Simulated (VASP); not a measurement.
# PbSe (Pm-3m) in VASP: further runs

The runs below take PbSe through single point, with PBEsol, r2SCAN.

Program: VASP 6.6.1. These are calculated values, not measurements. Logs are shortened: lines on timing, memory, paths and dates and some standing lists are left out, and cuts for length are marked.

## (1) The cell of the first run

The structure is cubic, space group Pm-3m (No. 221). Conventional cell: a = 3.784 Å, b = 3.784 Å, c = 3.784 Å, α = 90.00°, β = 90.00°, γ = 90.00°. Within 4.3 Å of Pb (site symmetry m-3m) lie 8 Se at 3.28 Å and 6 Pb at 3.78 Å. Se (site symmetry m-3m) has 8 Pb at 3.28 Å and 6 Se at 3.78 Å within 4.3 Å.

## (2) Single point, PBEsol

Input file INCAR:

```
PREC = Accurate ; ENCUT = 500
EDIFF = 1E-6 ; ISMEAR = -1
SIGMA = 0.05 ; LREAL = False
LASPH = True ; NELM = 120
ALGO = Normal ; ISIF = 2
LWAVE = False ; LCHARG = False
GGA = PS ; NBANDS = 17
GGA_COMPAT = False
```

Input file KPOINTS:

```
Automatic mesh
0
Gamma
  3 3 3
  0.5 0.5 0.5
```

Input file POSCAR:

```
PbSe
1.0
    3.7843200000      0.0000000000      0.0000000000
    0.0000000000      3.7843200000      0.0000000000
    0.0000000000      0.0000000000      3.7843200000
Pb Se
1 1
Direct
    0.0000000000      0.0000000000      0.0000000000
    0.5000000000      0.5000000000      0.5000000000
```

Potentials or basis: VASP PAW PBE potentials, release 64 (Pb_d, Se).

Run with:

```sh
> cat potpaw_PBE.64/Pb_d/POTCAR potpaw_PBE.64/Se/POTCAR > POTCAR
> mpirun -np 1 vasp_std > vasp.out
```

OUTCAR:

```text
PREC = Accurate
   ENCUT = 500
   EDIFF = 1E-6
   ISMEAR = -1
   LREAL = False
   LASPH = True
   NELM = 120
   ISIF = 2
   GGA = PS

 ion  position               nearest neighbor table
   1  0.000  0.000  0.000-   2 3.28   2 3.28   2 3.28   2 3.28   2 3.28   2 3.28   2 3.28   2 3.28

   2  0.500  0.500  0.500-   1 3.28   1 3.28   1 3.28   1 3.28   1 3.28   1 3.28   1 3.28   1 3.28

  LATTYP: Found a simple cubic cell.
 ALAT       =     3.7843200000

  Lattice vectors:

 A1 = (   3.7843200000,   0.0000000000,   0.0000000000)
 A2 = (   0.0000000000,   3.7843200000,   0.0000000000)
 A3 = (   0.0000000000,   0.0000000000,   3.7843200000)

Analysis of symmetry for initial positions (statically):
=====================================================================
 Subroutine PRICEL returns:
 Original cell was already a primitive cell.

 Routine SETGRP: Setting up the symmetry group for a
 simple cubic supercell.

 Subroutine GETGRP returns: Found 48 space group operations
 (whereof 48 operations were pure point group operations)
 out of a pool of 48 trial point group operations.

The static configuration has the point symmetry O_h .

Analysis of symmetry for dynamics (positions and initial velocities):
=====================================================================
 Subroutine PRICEL returns:
 Original cell was already a primitive cell.

 Routine SETGRP: Setting up the symmetry group for a
 simple cubic supercell.

 Subroutine GETGRP returns: Found 48 space group operations
 (whereof 48 operations were pure point group operations)
 out of a pool of 48 trial point group operations.

The dynamic configuration has the point symmetry O_h .

 Subroutine INISYM returns: Found 48 space group operations
 (whereof 48 operations are pure point group operations),
 and found     1 'primitive' translations

----------------------------------------------------------------------------------------

                                     Primitive cell

  volume of cell :      54.1955

  direct lattice vectors                    reciprocal lattice vectors
     3.784320000  0.000000000  0.000000000     0.264248267  0.000000000  0.000000000
     0.000000000  3.784320000  0.000000000     0.000000000  0.264248267  0.000000000
     0.000000000  0.000000000  3.784320000     0.000000000  0.000000000  0.264248267

  length of vectors
     3.784320000  3.784320000  3.784320000     0.264248267  0.264248267  0.264248267

  position of ions in fractional coordinates (direct lattice)
     0.000000000  0.000000000  0.000000000
[... 56 lines left out ...]
   NELM   =    120;   NELMIN=  2; NELMDL= -5     # of ELM steps
   EDIFF  = 0.1E-05   stopping-criterion for ELM
   LREAL  =      F    real-space projection
   EDIFFG = 0.1E-04   stopping-criterion for IOM
   NSW    =      0    number of steps for IOM
   IBRION =     -1    ionic relax: 0-MD 1-quasi-New 2-CG
   NFREE  =      0    steps in history (QN), initial steepest desc. (CG)
   ISIF   =      2    stress and relaxation
   ISYM   =      2    0-nonsym 1-usesym 2-fastsym
   POTIM  = 0.5000    time-step for ionic-motion
   TEBEG  =    0.0;   TEEND  =   0.0 temperature during run
   PSTRESS=    0.0 pullay stress
   NELECT =      20.0000    total number of electrons
   NUPDOWN=      -1.0000    fix difference up-down
   EMIN   =  10.00;   EMAX   =-10.00  energy-range for DOS
   EFERMI =   0.00;   METHOD = LEGACY
   ISMEAR =    -1;   SIGMA  =   0.05  broadening in eV -4-tet -1-fermi 0-gaus
   EFERMI_NEDOS =   21; number of points for ismear=-14 and -15
   IALGO  =     38    algorithm
   IMIX   =      4    mixing-type and parameters
     AMIX     =   0.40;   BMIX     =  1.00
     AMIX_MAG =   1.60;   BMIX_MAG =  1.00
  volume/ion in A,a.u.               =      27.10       182.86
  Fermi-wavevector in a.u.,A,eV,Ry     =   1.174258  2.219026 18.760837  1.378883
  Thomas-Fermi vector in A             =   2.310658
   LORBIT       =      0    0 simple, 1 ext, 2 COOP (PROOUT), +10 PAW based schemes
   GGA     = PS    functional components
   LHFCALC =     F    Hartree Fock is set to
   AEXX    =    0.0000 exact exchange contribution
   IVDW    =     0    specifies the selected vdW correction
   LEPSILON=     F    determine dielectric tensor
   LRPA    =     F    only Hartree local field effects (RPA)
 non-spin polarized calculation
  energy-cutoff  :      500.00
  volume of cell :       54.20
 maximum number of plane-waves:      1388
 NGX is ok and might be reduce to    28
   NGX = 13   NGY = 13   NGZ = 13

 number of electron      20.0000009 magnetization

 Free energy of the ion-electron system (eV)
  ---------------------------------------------------
  ext. energy  EPLUGINS =         0.00000000
  ---------------------------------------------------
  free energy    TOTEN  =        -8.66519368 eV

  energy without entropy =       -8.64559169  energy(sigma->0) =       -8.65539269

 E-fermi :   5.2538     XC(G=0): -10.1383

 val. band max:        5.2282249498   @ k =   0.1667   0.1667   0.1667
 cond. band min:       7.0128242857   @ k =   0.5000   0.1667   0.1667
 fundamental gap:      1.7845993359
 Fermi energy:         5.2537662869

 k-point     1 :       0.1667    0.1667    0.1667
  band No.  band energies     occupation
      1     -11.5840      2.00000
      2     -11.5840      2.00000
      3     -11.5120      2.00000
      4     -11.5039      2.00000
      5     -11.5039      2.00000
      6      -7.5349      2.00000
[... 57 lines left out ...]
      4     -11.4367      2.00000
      5     -11.4367      2.00000
      6      -6.2145      2.00000
[... 9 lines left out ...]
     16      18.8185      0.00000
     17      22.4180      0.00000

------------------------ aborting loop because EDIFF is reached ----------------------------------------

  FORCE on cell =-STRESS in cart. coord.  units (eV):
  Direction    XX          YY          ZZ          XY          YZ          ZX
  --------------------------------------------------------------------------------------
  -------------------------------------------------------------------------------------
  Total       -1.6469230     -1.6469230     -1.6469230      0.0000000     -0.0000000      0.0000000
  in kB      -48.6878198    -48.6878198    -48.6878198      0.0000000     -0.0000000      0.0000000
  external PRESSURE =     -48.6878198 kB  Pullay stress =       0.0000000 kB

 VOLUME and BASIS-vectors are now :
 -----------------------------------------------------------------------------
  energy-cutoff  :      500.00
  volume of cell :       54.20
      direct lattice vectors                 reciprocal lattice vectors
     3.784320000  0.000000000  0.000000000     0.264248267  0.000000000  0.000000000
     0.000000000  3.784320000  0.000000000     0.000000000  0.264248267  0.000000000
     0.000000000  0.000000000  3.784320000     0.000000000  0.000000000  0.264248267

 POSITION                                       TOTAL-FORCE (eV/Angst)
 -----------------------------------------------------------------------------------
      0.00000      0.00000      0.00000         0.000000      0.000000      0.000000
      1.89216      1.89216      1.89216         0.000000      0.000000      0.000000
 -----------------------------------------------------------------------------------
    total drift:                               -0.000000      0.000000      0.000000

  FREE ENERGIE OF THE ION-ELECTRON SYSTEM (eV)
  ---------------------------------------------------
  free  energy   TOTEN  =        -8.6651936828 eV

  energy  without entropy=       -8.6455916936  energy(sigma->0) =       -8.65539269
```

OSZICAR:

```text
N       E                     dE             d eps       ncg     rms          rms(c)
DAV:   1     0.141546653540E+03    0.14155E+03   -0.95432E+03   144   0.117E+03
DAV:   2     0.969646889367E+00   -0.14058E+03   -0.13621E+03   144   0.296E+02
DAV:   3    -0.873390795359E+01   -0.97036E+01   -0.96244E+01   175   0.842E+01
DAV:   4    -0.895454265734E+01   -0.22063E+00   -0.22050E+00   176   0.132E+01
DAV:   5    -0.895859956184E+01   -0.40569E-02   -0.40569E-02   166   0.166E+00    0.256E+00
DAV:   6    -0.867618404722E+01    0.28242E+00   -0.62881E-01   189   0.645E+00    0.135E+00
DAV:   7    -0.866846097996E+01    0.77231E-02   -0.57573E-02   167   0.130E+00    0.761E-01
DAV:   8    -0.866514797262E+01    0.33130E-02   -0.67322E-03   157   0.725E-01    0.118E-01
DAV:   9    -0.866518001560E+01   -0.32043E-04   -0.30373E-04   167   0.920E-02    0.449E-02
DAV:  10    -0.866519365400E+01   -0.13638E-04   -0.28974E-05   156   0.508E-02    0.305E-03
DAV:  11    -0.866519368278E+01   -0.28788E-07   -0.64427E-07    90   0.591E-03
   1 F= -.86651937E+01 E0= -.86553927E+01  d E =-.196020E-01
```

stdout:

```text
POSCAR found type information on POSCAR PbSe
 POSCAR found :  2 types and       2 ions
 scaLAPACK will be used
 -----------------------------------------------------------------------------
|                                                                             |
|                                                                             |
|     You enforced a specific xc type in the INCAR file but a different       |
|     I HOPE YOU KNOW WHAT YOU ARE DOING!                                     |
|                                                                             |
 -----------------------------------------------------------------------------

 LDA part: xc-table for (Slater+PW92), standard interpolation
 POSCAR, INCAR and KPOINTS ok, starting setup
 FFT: planning ... GRIDC
 FFT: planning ... GRID_SOFT
 FFT: planning ... GRID
 WAVECAR not read
 entering main loop
```

It took 6.1 s on 1 thread of Intel Xeon 8259CL, shared host; peak memory 0.15 GiB.

What came out:

| Item | Value |
| --- | --- |
| Free energy | -8.6652 eV |
| Pressure | -4.9 GPa |
| Band gap on the k mesh | zero (bands 10 and 11 overlap by 0.69 eV) |

Levels at points of the mesh, in eV from the Fermi level:
| k point | band 8 | band 9 | band 10 | band 11 | band 12 | band 13 |
| --- | --- | --- | --- | --- | --- | --- |
| (0.50, 0.50, 0.50) | -2.48 | -2.48 | -2.48 | -0.71 | -0.71 | -0.71 |

Caveat: the k points lie up to 0.55 Å⁻¹ apart, too coarse for converged energies and pressures of a metal; semilocal functionals underestimate gaps, and a narrow one can read as zero; the PAW data sets were made with another functional, which shifts forces and pressure a little; spin-orbit coupling is left out, which moves the levels of the heavy elements.

## (3) Single point, r2SCAN

POSCAR is that of step 2.

Input file INCAR.step1:

```
  ALGO = Normal
  EDIFF = 1E-5
  ENCUT = 550
  GGA = PE
  GGA_COMPAT = F
  ISMEAR = -1
  LASPH = T
  LCHARG = F
  LREAL = F
  LWAVE = T
  NBANDS = 17
  NELM = 120
  PREC = Accurate
  SIGMA = 0.05
```

Input file INCAR.step2:

```
  ALGO = Normal
  EDIFF = 1E-6
  ENCUT = 550
  GGA_COMPAT = F
  ISIF = 2
  ISMEAR = -1
  ISTART = 1
  LASPH = T
  LCHARG = T
  LELF = T
  LMIXTAU = T
  LREAL = F
  LVHAR = T
  LWAVE = F
  METAGGA = R2SCAN
  NBANDS = 17
  NELM = 120
  PREC = Accurate
  SIGMA = 0.05
```

KPOINTS is that of step 2.

Potentials or basis: VASP PAW PBE potentials, release 64 (Pb_d, Se).

Run with:

```sh
> cat potpaw_PBE.64/Pb_d/POTCAR potpaw_PBE.64/Se/POTCAR > POTCAR
> cp INCAR.step1 INCAR
> mpirun -np 1 vasp_std > vasp.out
> cp INCAR.step2 INCAR
> mpirun -np 1 vasp_std > vasp.out
```

Run time: 54 s. Hardware: 1 thread of Intel Xeon 8259CL, shared host; peak memory 0.17 GiB.

It converged, with:

| Property | Result |
| --- | --- |
| Free energy | -71.5525 eV |
| Pressure | -2.7 GPa |
| Band gap on the k mesh | zero (bands 10 and 11 overlap by 0.35 eV) |

Levels at points of the mesh, in eV from the Fermi level:
```tsv
k point	band 7	band 8	band 9	band 10	band 11	band 12	band 13	band 14
(0.50, 0.50, 0.50)	-6.57	-2.52	-2.52	-2.52	-0.38	-0.38	-0.38	14.77
```

Caveat: the k points lie up to 0.55 Å⁻¹ apart; semilocal functionals underestimate gaps, and a narrow one can read as zero; the PAW data sets were made with another functional, which shifts forces and pressure a little; spin-orbit coupling is left out, which moves the levels of the heavy elements.

The gap in the log of VASP goes by the Fermi energy; the results here count the filled bands.